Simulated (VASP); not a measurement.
# BP (F-43m) in VASP: single point with PBE

Aim: the single point of BP with PBE.

Everything below comes from runs of VASP 6.6.1. Logs are shortened: lines on timing, memory, paths and dates and some standing lists are left out, and cuts for length are marked.

## (1) The cell of the first run

Symmetry: F-43m, No. 216, cubic system. Conventional cell: a = 5.194 Å, b = 5.194 Å, c = 5.194 Å, α = 90.00°, β = 90.00°, γ = 90.00°. Within 3.0 Å of B (site symmetry -43m) lie 4 P at 2.25 Å. P (site symmetry -43m) has 4 B at 2.25 Å within 3.0 Å.

## (2) Single point, PBE (In replaced by B, lengths x 0.860, strained)

The input, INCAR:

```
SYSTEM = BP
PREC     = Accurate       ! precision mode
ENCUT    = 520            ! plane-wave cutoff, eV
EDIFF    = 1E-6           ! SCF threshold, eV
ISMEAR   = 0              ! smearing method
SIGMA    = 0.02           ! smearing width, eV
LREAL    = .FALSE.        ! projectors in reciprocal space
LASPH    = .TRUE.         ! aspherical terms in the spheres
NELM     = 80             ! most SCF steps
ALGO     = Normal         ! electronic algorithm
ISIF     = 2              ! what is computed and relaxed
LWAVE    = .FALSE.        ! write WAVECAR
LCHARG   = .FALSE.        ! write CHGCAR
GGA      = PE             ! functional
NBANDS   = 11             ! bands
```

The input, KPOINTS:

```
regular mesh
0
G
  10 10 10
  0 0 0
```

The input, POSCAR:

```
BP
1.0
    0.0000000000      2.5968667413      2.5968667413
    2.5968667413      0.0000000000      2.5968667413
    2.5968667413      2.5968667413      0.0000000000
B P
1 1
Direct
    0.0000000000      0.0000000000      0.0000000000
    0.7500000000      0.7500000000      0.7500000000
```

Potentials or basis: VASP PAW PBE potentials, release 64 (B, P).

On the command line:

```sh
cat potpaw_PBE.64/B/POTCAR potpaw_PBE.64/P/POTCAR > POTCAR
mpirun -np 1 vasp_std > vasp.out
```

OUTCAR:

```text
SYSTEM = BP
   PREC = Accurate
   ENCUT = 520
   EDIFF = 1E-6
   ISMEAR = 0
   LREAL = .FALSE.
   LASPH = .TRUE.
   NELM = 80
   ISIF = 2
   GGA = PE

 ion  position               nearest neighbor table
   1  0.000  0.000  0.000-   2 2.25   2 2.25   2 2.25   2 2.25
   2  0.750  0.750  0.750-   1 2.25   1 2.25   1 2.25   1 2.25

  LATTYP: Found a face centered cubic cell.
 ALAT       =     5.1937334826

  Lattice vectors:

 A1 = (   0.0000000000,   2.5968667413,   2.5968667413)
 A2 = (   2.5968667413,   0.0000000000,   2.5968667413)
 A3 = (   2.5968667413,   2.5968667413,   0.0000000000)

Analysis of symmetry for initial positions (statically):
=====================================================================
 Subroutine PRICEL returns:
 Original cell was already a primitive cell.

 Routine SETGRP: Setting up the symmetry group for a
 face centered cubic supercell.

 Subroutine GETGRP returns: Found 24 space group operations
 (whereof 24 operations were pure point group operations)
 out of a pool of 48 trial point group operations.

The static configuration has the point symmetry T_d .

Analysis of symmetry for dynamics (positions and initial velocities):
=====================================================================
 Subroutine PRICEL returns:
 Original cell was already a primitive cell.

 Routine SETGRP: Setting up the symmetry group for a
 face centered cubic supercell.

 Subroutine GETGRP returns: Found 24 space group operations
 (whereof 24 operations were pure point group operations)
 out of a pool of 48 trial point group operations.

The dynamic configuration has the point symmetry T_d .

 Subroutine INISYM returns: Found 24 space group operations
 (whereof 24 operations are pure point group operations),
 and found     1 'primitive' translations

----------------------------------------------------------------------------------------

                                     Primitive cell

  volume of cell :      35.0251

  direct lattice vectors                    reciprocal lattice vectors
     0.000000000  2.596866741  2.596866741    -0.192539722  0.192539722  0.192539722
     2.596866741  0.000000000  2.596866741     0.192539722 -0.192539722  0.192539722
     2.596866741  2.596866741  0.000000000     0.192539722  0.192539722 -0.192539722

  length of vectors
     3.672524165  3.672524165  3.672524165     0.333488581  0.333488581  0.333488581

  position of ions in fractional coordinates (direct lattice)
     0.000000000  0.000000000  0.000000000
     0.750000000  0.750000000  0.750000000

  ion indices of the primitive-cell ions
   primitive index   ion index
                 1           1
                 2           2

----------------------------------------------------------------------------------------

 KPOINTS: regular mesh

Automatic generation of k-mesh.
 Grid dimensions read from file:
 generate k-points for:   10   10   10

 Generating k-lattice:

  Cartesian coordinates                     Fractional coordinates (reciprocal lattice)
    -0.019253972  0.019253972  0.019253972     0.100000000  0.000000000  0.000000000
     0.019253972 -0.019253972  0.019253972     0.000000000  0.100000000  0.000000000
     0.019253972  0.019253972 -0.019253972     0.000000000  0.000000000  0.100000000

  Length of vectors
     0.033348858  0.033348858  0.033348858

  Shift w.r.t. Gamma in fractional coordinates (k-lattice)
     0.000000000  0.000000000  0.000000000

 Subroutine IBZKPT returns following result:
 ===========================================

 Found     47 irreducible k-points:

 Following reciprocal coordinates:
            Coordinates               Weight
  0.000000  0.000000  0.000000      1.000000
  0.100000  0.000000  0.000000      8.000000
  0.200000  0.000000  0.000000      8.000000
  0.300000  0.000000  0.000000      8.000000
  0.400000  0.000000  0.000000      8.000000
  0.500000  0.000000  0.000000      4.000000
[... 16 lines left out ...]
  0.300000  0.300000  0.000000      6.000000
  0.400000  0.300000  0.000000     24.000000
 [... further k-points ...]
   k-points           NKPTS =     47   k-points in BZ     NKDIM =     47   number of bands    NBANDS=     11
   number of dos      NEDOS =    301   number of ions     NIONS =      2
   total plane-waves  NPLWV =  21952
   dimension x,y,z NGX =    28 NGY =   28 NGZ =   28
   dimension x,y,z NGXF=    56 NGYF=   56 NGZF=   56
   ions per type =               1   1
   NGX,Y,Z   is equivalent  to a cutoff of  12.67, 12.67, 12.67 a.u.
   NGXF,Y,Z  is equivalent  to a cutoff of  25.35, 25.35, 25.35 a.u.
 SYSTEM =  BP
   PREC   = accura    normal or accurate (medium, high low for compatibility)
   ISTART =      0    job   : 0-new  1-cont  2-samecut
   ICHARG =      2    charge: 1-file 2-atom 10-const
   ISPIN  =      1    spin polarized calculation?
   LNONCOLLINEAR =      F non collinear calculations
   LSORBIT =      F    spin-orbit coupling
   LASPH  =      T    aspherical Exc in radial PAW
   ENCUT  =  520.0 eV  38.22 Ry    6.18 a.u.   6.83  6.83  6.83*2*pi/ulx,y,z
   NELM   =     80;   NELMIN=  2; NELMDL= -5     # of ELM steps
   EDIFF  = 0.1E-05   stopping-criterion for ELM
   LREAL  =      F    real-space projection
   EDIFFG = 0.1E-04   stopping-criterion for IOM
   NSW    =      0    number of steps for IOM
   IBRION =     -1    ionic relax: 0-MD 1-quasi-New 2-CG
   NFREE  =      0    steps in history (QN), initial steepest desc. (CG)
   ISIF   =      2    stress and relaxation
   ISYM   =      2    0-nonsym 1-usesym 2-fastsym
   POTIM  = 0.5000    time-step for ionic-motion
   TEBEG  =    0.0;   TEEND  =   0.0 temperature during run
   PSTRESS=    0.0 pullay stress
   NELECT =       8.0000    total number of electrons
   NUPDOWN=      -1.0000    fix difference up-down
   EMIN   =  10.00;   EMAX   =-10.00  energy-range for DOS
   EFERMI =   0.00;   METHOD = LEGACY
   ISMEAR =     0;   SIGMA  =   0.02  broadening in eV -4-tet -1-fermi 0-gaus
   EFERMI_NEDOS =   21; number of points for ismear=-14 and -15
   IALGO  =     38    algorithm
   IMIX   =      4    mixing-type and parameters
     AMIX     =   0.40;   BMIX     =  1.00
     AMIX_MAG =   1.60;   BMIX_MAG =  1.00
  volume/ion in A,a.u.               =      17.51       118.18
  Fermi-wavevector in a.u.,A,eV,Ry     =   1.000718  1.891083 13.625378  1.001437
  Thomas-Fermi vector in A             =   2.133093
   LORBIT       =      0    0 simple, 1 ext, 2 COOP (PROOUT), +10 PAW based schemes
   GGA     = PE    functional components
   LHFCALC =     F    Hartree Fock is set to
   AEXX    =    0.0000 exact exchange contribution
   IVDW    =     0    specifies the selected vdW correction
   LEPSILON=     F    determine dielectric tensor
   LRPA    =     F    only Hartree local field effects (RPA)
 non-spin polarized calculation
 Gauss-broadening in eV      SIGMA  =   0.02
  energy-cutoff  :      520.00
  volume of cell :       35.03
 maximum number of plane-waves:       960
   NGX = 13   NGY = 13   NGZ = 13

 number of electron       8.0000000 magnetization

 Free energy of the ion-electron system (eV)
  ---------------------------------------------------
  ext. energy  EPLUGINS =         0.00000000
  ---------------------------------------------------
  free energy    TOTEN  =       -11.46898702 eV

  energy without entropy =      -11.46898702  energy(sigma->0) =      -11.46898702

 E-fermi :   3.4223     XC(G=0):  -9.2361

 val. band max:        3.2921291099   @ k =   0.0000   0.0000   0.0000
 cond. band min:       4.9483224886   @ k =   0.4000   0.4000   0.0000
 fundamental gap:      1.6561933787
 Fermi energy:         3.4223089581

 k-point     1 :       0.0000    0.0000    0.0000
  band No.  band energies     occupation
      1      -9.0374      2.00000
      2       3.2921      2.00000
      3       3.2921      2.00000
      4       3.2921      2.00000
      5       5.4305      0.00000
      6       6.2831      0.00000
      7       6.2831      0.00000
      8       6.2831      0.00000
      9      12.6074      0.00000
     10      14.4245      0.00000
     11      14.4245      0.00000

 k-point     2 :       0.1000    0.0000    0.0000
  band No.  band energies     occupation
      1      -8.9136      2.00000
      2       2.1288      2.00000
      3       3.1048      2.00000
      4       3.1048      2.00000
      5       5.7173      0.00000
      6       6.5468      0.00000
      7       6.5468      0.00000
      8       6.9820      0.00000
      9      13.0110      0.00000
     10      13.9549      0.00000
     11      13.9549      0.00000

 k-point     3 :       0.2000    0.0000    0.0000
  band No.  band energies     occupation
      1      -8.5521      2.00000
      2       0.3244      2.00000
      3       2.7233      2.00000
      4       2.7233      2.00000
      5       5.5057      0.00000
      6       7.0768      0.00000
      7       7.0768      0.00000
      8       8.5968      0.00000
      9      13.4955      0.00000
     10      13.4955      0.00000
     11      13.7702      0.00000

 k-point     4 :       0.3000    0.0000    0.0000
  band No.  band energies     occupation
      1      -7.9939      2.00000
      2      -1.3747      2.00000
      3       2.3691      2.00000
      4       2.3691      2.00000
      5       5.2292      0.00000
      6       7.4771      0.00000
      7       7.4771      0.00000
      8      10.1677      0.00000
      9      13.7366      0.00000
     10      13.7366      0.00000
     11      13.9919      0.00000
[... 239 lines left out ...]
 k-point    22 :      -0.2000    0.2000    0.0000
  band No.  band energies     occupation
      1      -7.7988      2.00000
      2      -1.1614      2.00000
      3       0.5631      2.00000
      4       2.4197      2.00000
      5       6.3669      0.00000
      6       7.6659      0.00000
      7       8.1354      0.00000
      8       9.2573      0.00000
      9      12.5265      0.00000
     10      14.4164      0.00000
     11      15.1133      0.00000

 k-point    23 :       0.3000    0.3000    0.0000
  band No.  band energies     occupation
      1      -7.6158      2.00000
      2      -1.1641      2.00000
      3       1.1638      2.00000
      4       1.1638      2.00000
      5       5.0841      0.00000
      6       6.7914      0.00000
      7       9.9139      0.00000
      8       9.9139      0.00000
      9      12.4033      0.00000
     10      15.8294      0.00000
     11      16.1072      0.00000

 k-point    24 :       0.4000    0.3000    0.0000
  band No.  band energies     occupation
      1      -7.1013      2.00000
      2      -2.0510      2.00000
      3       0.6235      2.00000
      4       0.9513      2.00000
      5       5.3118      0.00000
      6       6.6463      0.00000
      7      10.2328      0.00000
      8      10.4250      0.00000
      9      13.3605      0.00000
     10      15.8663      0.00000
     11      16.5955      0.00000

 [... further k-points ...]
[... 5 lines left out ...]
  --------------------------------------------------------------------------------------
  -------------------------------------------------------------------------------------
  Total       -6.3254953     -6.3254953     -6.3254953     -0.0000000      0.0000000      0.0000000
  in kB     -289.3517639   -289.3517639   -289.3517639     -0.0000000      0.0000000      0.0000000
  external PRESSURE =    -289.3517639 kB  Pullay stress =       0.0000000 kB

 VOLUME and BASIS-vectors are now :
 -----------------------------------------------------------------------------
  energy-cutoff  :      520.00
  volume of cell :       35.03
      direct lattice vectors                 reciprocal lattice vectors
     0.000000000  2.596866741  2.596866741    -0.192539722  0.192539722  0.192539722
     2.596866741  0.000000000  2.596866741     0.192539722 -0.192539722  0.192539722
     2.596866741  2.596866741  0.000000000     0.192539722  0.192539722 -0.192539722

 POSITION                                       TOTAL-FORCE (eV/Angst)
 -----------------------------------------------------------------------------------
      0.00000      0.00000      0.00000        -0.000000     -0.000000     -0.000000
      3.89530      3.89530      3.89530         0.000000      0.000000      0.000000
 -----------------------------------------------------------------------------------
    total drift:                               -0.000000     -0.000000     -0.000000

  FREE ENERGIE OF THE ION-ELECTRON SYSTEM (eV)
  ---------------------------------------------------
  free  energy   TOTEN  =       -11.4689870161 eV

  energy  without entropy=      -11.4689870161  energy(sigma->0) =      -11.46898702
```

Wall time 20 s (1 thread of AMD EPYC 9R45 (Zen 5), shared host); peak memory 0.12 GiB.

Results:

- Free energy: -11.4690 eV
- Pressure: -28.9 GPa
- Band gap on the k mesh: 1.66 eV, indirect (least direct gap 2.14 eV)

Levels at points of the mesh, in eV from the valence-band top:
```
           k point  band 2  band 3  band 4  band 5  band 6  band 7
(0.00, 0.00, 0.00)    0.00    0.00    0.00    2.14    2.99    2.99
(0.50, 0.00, 0.00)   -6.58   -1.24   -1.24    1.67    4.35    4.35
(0.50, 0.50, 0.00)   -6.73   -2.76   -2.76    1.84    1.98    8.65
```

Caveat: the cell differs from its parent crystal (In replaced by B, lengths x 0.860, strained). A k mesh can miss the band edges.
